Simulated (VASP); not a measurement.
# Rh (Fm-3m) in VASP: further runs

The runs below take Rh through single point, with PBE.

Everything below comes from runs of VASP 6.6.1. Logs are shortened: lines on timing, memory, paths and dates and some standing lists are left out, and cuts for length are marked.

## (1) The cell of the first run

It takes space group Fm-3m (No. 225, cubic). The conventional cell has a = 3.718 Å, b = 3.718 Å, c = 3.718 Å, α = 90.00°, β = 90.00°, γ = 90.00°. Rh (site symmetry m-3m) has 12 Rh at 2.63 Å within 3.5 Å.

## (2) Single point, PBE

INCAR reads:

```
SYSTEM = Rh
ALGO = Normal ; EDIFF = 1E-6
ENCUT = 520 ; GGA = PE
ISIF = 2 ; ISMEAR = 1
LASPH = .TRUE. ; LCHARG = .FALSE.
LREAL = .FALSE. ; LWAVE = .FALSE.
NBANDS = 14 ; NELM = 100
PREC = Accurate ; SIGMA = 0.1
```

KPOINTS reads:

```
k-points
0
G
  13 13 13
  0 0 0
```

POSCAR reads:

```
Rh
1.0
    0.0000000000      1.8591074964      1.8591074964
    1.8591074964      0.0000000000      1.8591074964
    1.8591074964      1.8591074964      0.0000000000
Rh
1
Direct
    0.0000000000      0.0000000000      0.0000000000
```

Potentials or basis: VASP PAW PBE potentials, release 64 (Rh_pv).

On the command line:

```sh
cat potpaw_PBE.64/Rh_pv/POTCAR > POTCAR
mpirun -np 1 vasp_std > vasp.out
```

OUTCAR:

```text
SYSTEM = Rh
   EDIFF = 1E-6
   ENCUT = 520
   GGA = PE
   ISIF = 2
   ISMEAR = 1
   LASPH = .TRUE.
   LREAL = .FALSE.
   NELM = 100
   PREC = Accurate

 ion  position               nearest neighbor table
   1  0.000  0.000  0.000-

  LATTYP: Found a face centered cubic cell.
 ALAT       =     3.7182149928

  Lattice vectors:

 A1 = (   0.0000000000,   1.8591074964,   1.8591074964)
 A2 = (   1.8591074964,   0.0000000000,   1.8591074964)
 A3 = (   1.8591074964,   1.8591074964,   0.0000000000)

Analysis of symmetry for initial positions (statically):
=====================================================================
 Subroutine PRICEL returns:
 Original cell was already a primitive cell.

 Routine SETGRP: Setting up the symmetry group for a
 face centered cubic supercell.

 Subroutine GETGRP returns: Found 48 space group operations
 (whereof 48 operations were pure point group operations)
 out of a pool of 48 trial point group operations.

The static configuration has the point symmetry O_h .

Analysis of symmetry for dynamics (positions and initial velocities):
=====================================================================
 Subroutine PRICEL returns:
 Original cell was already a primitive cell.

 Routine SETGRP: Setting up the symmetry group for a
 face centered cubic supercell.

 Subroutine GETGRP returns: Found 48 space group operations
 (whereof 48 operations were pure point group operations)
 out of a pool of 48 trial point group operations.

The dynamic configuration has the point symmetry O_h .

 Subroutine INISYM returns: Found 48 space group operations
 (whereof 48 operations are pure point group operations),
 and found     1 'primitive' translations

----------------------------------------------------------------------------------------

                                     Primitive cell

  volume of cell :      12.8512

  direct lattice vectors                    reciprocal lattice vectors
     0.000000000  1.859107496  1.859107496    -0.268946256  0.268946256  0.268946256
     1.859107496  0.000000000  1.859107496     0.268946256 -0.268946256  0.268946256
     1.859107496  1.859107496  0.000000000     0.268946256  0.268946256 -0.268946256

  length of vectors
     2.629175035  2.629175035  2.629175035     0.465828579  0.465828579  0.465828579

[... 78 lines left out ...]
   EDIFF  = 0.1E-05   stopping-criterion for ELM
   LREAL  =      F    real-space projection
   EDIFFG = 0.1E-04   stopping-criterion for IOM
   NSW    =      0    number of steps for IOM
   IBRION =     -1    ionic relax: 0-MD 1-quasi-New 2-CG
   NFREE  =      0    steps in history (QN), initial steepest desc. (CG)
   ISIF   =      2    stress and relaxation
   ISYM   =      2    0-nonsym 1-usesym 2-fastsym
   POTIM  = 0.5000    time-step for ionic-motion
   TEBEG  =    0.0;   TEEND  =   0.0 temperature during run
   PSTRESS=    0.0 pullay stress
   NELECT =      15.0000    total number of electrons
   NUPDOWN=      -1.0000    fix difference up-down
   EMIN   =  10.00;   EMAX   =-10.00  energy-range for DOS
   EFERMI =   0.00;   METHOD = LEGACY
   ISMEAR =     1;   SIGMA  =   0.10  broadening in eV -4-tet -1-fermi 0-gaus
   EFERMI_NEDOS =   21; number of points for ismear=-14 and -15
   IALGO  =     38    algorithm
   IMIX   =      4    mixing-type and parameters
     AMIX     =   0.40;   BMIX     =  1.00
     AMIX_MAG =   1.60;   BMIX_MAG =  1.00
  volume/ion in A,a.u.               =      12.85        86.72
  Fermi-wavevector in a.u.,A,eV,Ry     =   1.723683  3.257289 40.424043  2.971083
  Thomas-Fermi vector in A             =   2.799514
   LORBIT       =      0    0 simple, 1 ext, 2 COOP (PROOUT), +10 PAW based schemes
   GGA     = PE    functional components
   LHFCALC =     F    Hartree Fock is set to
   AEXX    =    0.0000 exact exchange contribution
   IVDW    =     0    specifies the selected vdW correction
   LEPSILON=     F    determine dielectric tensor
   LRPA    =     F    only Hartree local field effects (RPA)
 non-spin polarized calculation
 Methfessel and Paxton  Order N= 1 SIGMA  =   0.10
  energy-cutoff  :      520.00
  volume of cell :       12.85
 maximum number of plane-waves:       356
   NGX =  9   NGY =  9   NGZ =  9

 number of electron      14.9999994 magnetization

 Free energy of the ion-electron system (eV)
  ---------------------------------------------------
  ext. energy  EPLUGINS =         0.00000000
  ---------------------------------------------------
  free energy    TOTEN  =        -7.16046660 eV

  energy without entropy =       -7.16042018  energy(sigma->0) =       -7.16045113

 E-fermi :  13.1670     XC(G=0): -14.4716

 val. band max:       13.1555795944   @ k =  -0.1538   0.1538   0.0000
 cond. band min:      13.1997825281   @ k =  -0.3846   0.1538   0.0000
 fundamental gap:      0.0442029336
 Fermi energy:        13.1669779824

 k-point     1 :       0.0000    0.0000    0.0000
  band No.  band energies     occupation
      1     -33.3087      2.00000
      2     -33.3087      2.00000
      3     -33.3087      2.00000
      4       4.7248      2.00000
      5       9.7713      2.00000
      6       9.7713      2.00000
      7       9.7713      2.00000
      8      12.0934      2.00000
      9      12.0934      2.00000
     10      29.1103      0.00000
     11      33.5213      0.00000
     12      34.9641      0.00000
     13      34.9641      0.00000
     14      34.9641      0.00000
[... 377 lines left out ...]
      1     -34.1154      2.00000
      2     -33.5361      2.00000
      3     -33.4828      2.00000
      4       7.1514      2.00000
      5       9.1450      2.00000
      6      10.4858      2.00000
      7      10.4968      2.00000
      8      13.8947     -0.00000
      9      15.9437      0.00000
     10      23.9381      0.00000
     11      30.0411      0.00000
     12      33.4804      0.00000
     13      33.5195      0.00000
     14      34.4617      0.00000

 [... further k-points ...]
[... 5 lines left out ...]
  --------------------------------------------------------------------------------------
  -------------------------------------------------------------------------------------
  Total        2.3209588      2.3209588      2.3209588     -0.0000000     -0.0000000     -0.0000000
  in kB      289.3573473    289.3573473    289.3573473     -0.0000000     -0.0000000     -0.0000000
  external PRESSURE =     289.3573473 kB  Pullay stress =       0.0000000 kB

 VOLUME and BASIS-vectors are now :
 -----------------------------------------------------------------------------
  energy-cutoff  :      520.00
  volume of cell :       12.85
      direct lattice vectors                 reciprocal lattice vectors
     0.000000000  1.859107496  1.859107496    -0.268946256  0.268946256  0.268946256
     1.859107496  0.000000000  1.859107496     0.268946256 -0.268946256  0.268946256
     1.859107496  1.859107496  0.000000000     0.268946256  0.268946256 -0.268946256

 POSITION                                       TOTAL-FORCE (eV/Angst)
 -----------------------------------------------------------------------------------
      0.00000      0.00000      0.00000        -0.000000     -0.000000     -0.000000
 -----------------------------------------------------------------------------------
    total drift:                                0.000000      0.000000      0.000000

  FREE ENERGIE OF THE ION-ELECTRON SYSTEM (eV)
  ---------------------------------------------------
  free  energy   TOTEN  =        -7.1604666003 eV

  energy  without entropy=       -7.1604201762  energy(sigma->0) =       -7.16045113
```

stdout:

```text
POSCAR found type information on POSCAR Rh
 POSCAR found :  1 types and       1 ions
 scaLAPACK will be used
 LDA part: xc-table for (Slater+PW92), standard interpolation
 POSCAR, INCAR and KPOINTS ok, starting setup
 FFT: planning ... GRIDC
 FFT: planning ... GRID_SOFT
 FFT: planning ... GRID
 WAVECAR not read
 entering main loop
```

Wall time 7.9 s (1 thread of Intel Xeon 6975P-C (Granite Rapids), shared host); peak memory 0.13 GiB.

Results:

| Quantity | Value |
| --- | --- |
| Free energy | -7.1605 eV |
| Pressure | 28.9 GPa |

## (3) Single point, PBE

This run uses another cell than the first one, of 13.12 Å³/atom, 1.021 times its volume.

INCAR reads:

```
PREC = Accurate
ENCUT = 520
EDIFF = 1E-6
ISMEAR = 1
SIGMA = 0.1
LREAL = F
LASPH = T
NELM = 60
ALGO = Normal
ISIF = 2
LWAVE = F
LCHARG = F
GGA = PE
NBANDS = 14
```

KPOINTS reads:

```
Automatic mesh
0
Gamma
  13 13 13
```

POSCAR reads:

```
Rh
1.0
    0.0000000000      1.8722002341      1.8722002341
    1.8722002341      0.0000000000      1.8722002341
    1.8722002341      1.8722002341      0.0000000000
Rh
1
Direct
    0.0000000000      0.0000000000      0.0000000000
```

Potentials or basis: VASP PAW PBE potentials, release 64 (Rh_pv).

On the command line:

```sh
cat potpaw_PBE.64/Rh_pv/POTCAR > POTCAR
mpirun -np 1 vasp_std > vasp.out
```

Wall time 7.7 s (1 thread of Intel Xeon 6975P-C (Granite Rapids), shared host); peak memory 0.13 GiB.

The run converged. Its results:

```yaml
Free_energy: -7.2029 eV
Pressure: 21.0 GPa
```

Levels at points of the mesh, in eV from the Fermi level:
```tsv
k point	band 5	band 6	band 7	band 8	band 9	band 10
(0.00, 0.00, 0.00)	-3.29	-3.29	-3.29	-1.04	-1.04	15.97
```

## (4) Single point, PBE

This run uses another cell than the first one, of 13.40 Å³/atom, 1.043 times its volume.

INCAR reads:

```
  PREC = Accurate
  ENCUT = 520
  EDIFF = 1E-6
  ISMEAR = 1
  SIGMA = 0.1
  LREAL = F
  LASPH = T
  NELM = 80
  ALGO = Normal
  ISIF = 2
  LWAVE = F
  LCHARG = F
  GGA = PE
  NBANDS = 14
```

KPOINTS is that of step 3.

POSCAR reads:

```
Rh
1.0
    0.0000000000      1.8851123679      1.8851123679
    1.8851123679      0.0000000000      1.8851123679
    1.8851123679      1.8851123679      0.0000000000
Rh
1
Direct
    0.0000000000      0.0000000000      0.0000000000
```

On the command line:

```sh
cat potpaw_PBE.64/Rh_pv/POTCAR > POTCAR
mpirun -np 1 vasp_std > vasp.out
```

Run time: 8.1 s. Hardware: 1 thread of Intel Xeon 6975P-C (Granite Rapids), shared host; peak memory 0.13 GiB.

Results (log left out):

```yaml
Free_energy: -7.2325 eV
Pressure: 13.9 GPa
```

Levels at points of the mesh, in eV from the Fermi level:
```tsv
k point	band 4	band 5	band 6	band 7	band 8	band 9	band 10	band 11
(0.00, 0.00, 0.00)	-8.13	-3.18	-3.18	-3.18	-1.01	-1.01	15.99	20.47
```

## (5) Single point, PBE

This run uses another cell than the first one, of 13.67 Å³/atom, 1.064 times its volume.

INCAR reads:

```
SYSTEM = Rh
ALGO = Normal ; EDIFF = 1E-7
ENCUT = 520 ; GGA = PE
ISIF = 2 ; ISMEAR = 1
LASPH = .TRUE. ; LCHARG = .FALSE.
LREAL = .FALSE. ; LWAVE = .FALSE.
NBANDS = 14 ; NELM = 100
PREC = Accurate ; SIGMA = 0.1
```

KPOINTS reads:

```
k-points
0
G
  13 13 13
  0 0 0
```

POSCAR reads:

```
Rh
1.0
    0.0000000000      1.8978500000      1.8978500000
    1.8978500000      0.0000000000      1.8978500000
    1.8978500000      1.8978500000      0.0000000000
Rh
1
Direct
    0.0000000000      0.0000000000      0.0000000000
```

On the command line:

```sh
cat potpaw_PBE.64/Rh_pv/POTCAR > POTCAR
mpirun -np 1 vasp_std > vasp.out
```

It took 9 s on 1 thread of Intel Xeon 6975P-C (Granite Rapids), shared host; peak memory 0.12 GiB.

The run converged. Its results:

| Property | Result |
| --- | --- |
| Free energy | -7.2507 eV |
| Pressure | 7.5 GPa |

Levels at points of the mesh, in eV from the Fermi level:
| k point | band 5 | band 6 | band 7 | band 8 | band 9 | band 10 |
| --- | --- | --- | --- | --- | --- | --- |
| (0.00, 0.00, 0.00) | -3.09 | -3.09 | -3.09 | -0.98 | -0.98 | 16.01 |

## (6) Single point, PBE

This run uses another cell than the first one, of 13.94 Å³/atom, 1.085 times its volume.

INCAR reads:

```
SYSTEM = Rh
PREC     = Accurate       ! precision mode
ENCUT    = 520            ! plane-wave cutoff, eV
EDIFF    = 1E-6           ! SCF threshold, eV
ISMEAR   = 1              ! smearing method
SIGMA    = 0.1            ! smearing width, eV
LREAL    = .FALSE.        ! projectors in reciprocal space
LASPH    = .TRUE.         ! aspherical terms in the spheres
NELM     = 100            ! most SCF steps
ALGO     = Normal         ! electronic algorithm
ISIF     = 2              ! what is computed and relaxed
LWAVE    = .FALSE.        ! write WAVECAR
LCHARG   = .FALSE.        ! write CHGCAR
GGA      = PE             ! functional
NBANDS   = 14             ! bands
```

KPOINTS reads:

```
Automatic mesh
0
G
  13 13 13
  0 0 0
```

POSCAR reads:

```
Rh
1.0
    0.0000000000      1.9104189093      1.9104189093
    1.9104189093      0.0000000000      1.9104189093
    1.9104189093      1.9104189093      0.0000000000
Rh
1
Direct
    0.0000000000      0.0000000000      0.0000000000
```

Potentials or basis: VASP PAW PBE potentials, release 64 (Rh_pv).

On the command line:

```sh
cat potpaw_PBE.64/Rh_pv/POTCAR > POTCAR
mpirun -np 1 vasp_std > vasp.out
```

OUTCAR:

```text
SYSTEM = Rh
   PREC = Accurate
   ENCUT = 520
   EDIFF = 1E-6
   ISMEAR = 1
   LREAL = .FALSE.
   LASPH = .TRUE.
   NELM = 100
   ISIF = 2
   GGA = PE

 ion  position               nearest neighbor table
   1  0.000  0.000  0.000-

  LATTYP: Found a face centered cubic cell.
 ALAT       =     3.8208378186

  Lattice vectors:

 A1 = (   0.0000000000,   1.9104189093,   1.9104189093)
 A2 = (   1.9104189093,   0.0000000000,   1.9104189093)
 A3 = (   1.9104189093,   1.9104189093,   0.0000000000)

Analysis of symmetry for initial positions (statically):
=====================================================================
 Subroutine PRICEL returns:
 Original cell was already a primitive cell.

 Routine SETGRP: Setting up the symmetry group for a
 face centered cubic supercell.

 Subroutine GETGRP returns: Found 48 space group operations
 (whereof 48 operations were pure point group operations)
 out of a pool of 48 trial point group operations.

The static configuration has the point symmetry O_h .

Analysis of symmetry for dynamics (positions and initial velocities):
=====================================================================
 Subroutine PRICEL returns:
[... 162 lines left out ...]
 k-point     1 :       0.0000    0.0000    0.0000
  band No.  band energies     occupation
      1     -34.7100      2.00000
      2     -34.7100      2.00000
      3     -34.7100      2.00000
      4       3.7911      2.00000
      5       8.6344      2.00000
      6       8.6344      2.00000
      7       8.6344      2.00000
      8      10.6749      2.00000
      9      10.6749      2.00000
     10      27.6499      0.00000
     11      32.2168      0.00000
     12      33.0324      0.00000
     13      33.0324      0.00000
     14      33.0324      0.00000
[... 377 lines left out ...]
      1     -35.3188      2.00000
      2     -34.8826      2.00000
      3     -34.8430      2.00000
      4       6.2503      2.00000
      5       8.0976      2.00000
      6       9.2518      2.00000
      7       9.2746      2.00000
      8      12.2506     -0.00000
      9      14.1831      0.00000
     10      21.6085      0.00000
     11      28.2029      0.00000
     12      31.0444      0.00000
     13      31.9546      0.00000
     14      32.2302      0.00000

 [... further k-points ...]
[... 5 lines left out ...]
  --------------------------------------------------------------------------------------
  -------------------------------------------------------------------------------------
  Total        0.1777245      0.1777245      0.1777245     -0.0000000      0.0000000     -0.0000000
  in kB       20.4193619     20.4193619     20.4193619     -0.0000000      0.0000000     -0.0000000
  external PRESSURE =      20.4193619 kB  Pullay stress =       0.0000000 kB

 VOLUME and BASIS-vectors are now :
 -----------------------------------------------------------------------------
  energy-cutoff  :      520.00
  volume of cell :       13.94
      direct lattice vectors                 reciprocal lattice vectors
     0.000000000  1.910418909  1.910418909    -0.261722703  0.261722703  0.261722703
     1.910418909  0.000000000  1.910418909     0.261722703 -0.261722703  0.261722703
     1.910418909  1.910418909  0.000000000     0.261722703  0.261722703 -0.261722703

 POSITION                                       TOTAL-FORCE (eV/Angst)
 -----------------------------------------------------------------------------------
      0.00000      0.00000      0.00000         0.000000      0.000000      0.000000
 -----------------------------------------------------------------------------------
    total drift:                                0.000000     -0.000000      0.000000

  FREE ENERGIE OF THE ION-ELECTRON SYSTEM (eV)
  ---------------------------------------------------
  free  energy   TOTEN  =        -7.2587874066 eV

  energy  without entropy=       -7.2586776235  energy(sigma->0) =       -7.25875081
```

OSZICAR:

```text
N       E                     dE             d eps       ncg     rms          rms(c)
DAV:   1     0.119544117503E+03    0.11954E+03   -0.88059E+03  2372   0.114E+03
DAV:   2    -0.623572171369E+01   -0.12578E+03   -0.12028E+03  2592   0.339E+02
DAV:   3    -0.775156833846E+01   -0.15158E+01   -0.15129E+01  2820   0.410E+01
DAV:   4    -0.775714024269E+01   -0.55719E-02   -0.55716E-02  2706   0.256E+00
DAV:   5    -0.775719074016E+01   -0.50497E-04   -0.50498E-04  2778   0.215E-01    0.979E+00
DAV:   6    -0.727770814638E+01    0.47948E+00   -0.80753E-01  2496   0.124E+01    0.337E+00
DAV:   7    -0.726216505081E+01    0.15543E-01   -0.16114E-02  2682   0.156E+00    0.161E+00
DAV:   8    -0.725890782475E+01    0.32572E-02   -0.30030E-03  2532   0.733E-01    0.192E-01
DAV:   9    -0.725878705595E+01    0.12077E-03   -0.69444E-05  2484   0.112E-01    0.115E-02
DAV:  10    -0.725878740664E+01   -0.35069E-06   -0.32142E-06  2760   0.224E-02
   1 F= -.72587874E+01 E0= -.72587508E+01  d E =-.109783E-03
```

It took 7.9 s on 1 thread of Intel Xeon 6975P-C (Granite Rapids), shared host; peak memory 0.13 GiB.

Results:

* Free energy: -7.2588 eV
* Pressure: 2.0 GPa

## (7) Overview

```tsv
cell	gap on the mesh (eV)	pressure (GPa)
a = 2.629 Å, angles 60.0°, 1 atom	none	28.9
a = 2.648 Å, angles 60.0°, 1 atom	none	21.0
a = 2.666 Å, angles 60.0°, 1 atom	none	13.9
a = 2.684 Å, angles 60.0°, 1 atom	none	7.5
a = 2.702 Å, angles 60.0°, 1 atom	none	2.0
```

Alike in all rows: task single point; level PBE; potentials or basis VASP PAW PBE potentials, release 64 (Rh_pv); no spin polarisation; k mesh 13 × 13 × 13; cutoff (eV) 520; smearing methfessel-paxton 0.1 eV.

Total energies depend on the potentials used, so only differences within one code and one set of settings carry meaning.
